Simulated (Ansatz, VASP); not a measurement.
Two plane-wave programs on GaP

The input INCAR:

```
SYSTEM = GaP
PREC     = Accurate       ! precision mode
ENCUT    = 520            ! plane-wave cutoff, eV
EDIFF    = 1E-7           ! SCF threshold, eV
ISMEAR   = 0              ! smearing method
SIGMA    = 0.05           ! smearing width, eV
LREAL    = .FALSE.        ! projectors in reciprocal space
LASPH    = .TRUE.         ! aspherical terms in the spheres
NELM     = 100            ! most SCF steps
ALGO     = Normal         ! electronic algorithm
ISIF     = 2              ! what is computed and relaxed
LWAVE    = .FALSE.        ! write WAVECAR
LCHARG   = .FALSE.        ! write CHGCAR
GGA      = PE             ! functional
NBANDS   = 16             ! bands
```

Contents of KPOINTS:

```
Automatic mesh
0
G
  10 10 10
  0 0 0
```

The input POSCAR:

```
GaP
1.0
    0.0000000000      2.8775299024      2.7277750520
    2.7277750520      0.0000000000      2.7277750520
    2.7277750520      2.8775299024      0.0000000000
Ga P
1 1
Direct
    0.0000000000      0.0000000000      0.0000000000
    0.7500000000      0.7500000000      0.7500000000
```

Input for Ansatz:

```yaml
crystal:
  lattice:
    - [0.0, 2.8775299024, 2.727775052]
    - [2.727775052, 0.0, 2.727775052]
    - [2.727775052, 2.8775299024, 0.0]
  atoms:
    - { symbol: Ga, position: [0.0, 0.0, 0.0] }
    - { symbol: P, position: [0.75, 0.75, 0.75] }
basis:
  ecutwfc: 420
kpoints:
  mp_grid: { grid: [10, 10, 10] }
hamiltonian:
  xc: pbe
scf:
  occupations: { method: gaussian, width: 0.05 }
output:
  forces: true
  stress: true
  eigenvalues: true
```

Alike in both runs: task single point; functional PBE; k mesh 10 × 10 × 10; occupations gaussian, width 0.05 eV; no spin polarisation.

|  | VASP | Ansatz |
| --- | --- | --- |
| version | VASP 6.6.1 | Ansatz 0.2.0 |
| potentials or method | VASP PAW PBE potentials, release 64 (Ga_d, P), cutoff 520 eV | scalar-relativistic, plane waves, PAW |
| valence electrons in the cell | 18 | 18 |

|  | VASP | Ansatz | Ansatz less VASP |
| --- | --- | --- | --- |
| gap on the k mesh at the Fermi level (eV) | 1.24 | 1.24 | +0.003 |
| least direct gap on the mesh (eV) | 1.24 | 1.24 | +0.003 |
| pressure (GPa) | -1.9 | -1.9 | -0.01 |
| traceless stress, the component that is largest in VASP (GPa) | -2.81 | -2.80 | +0.001 |
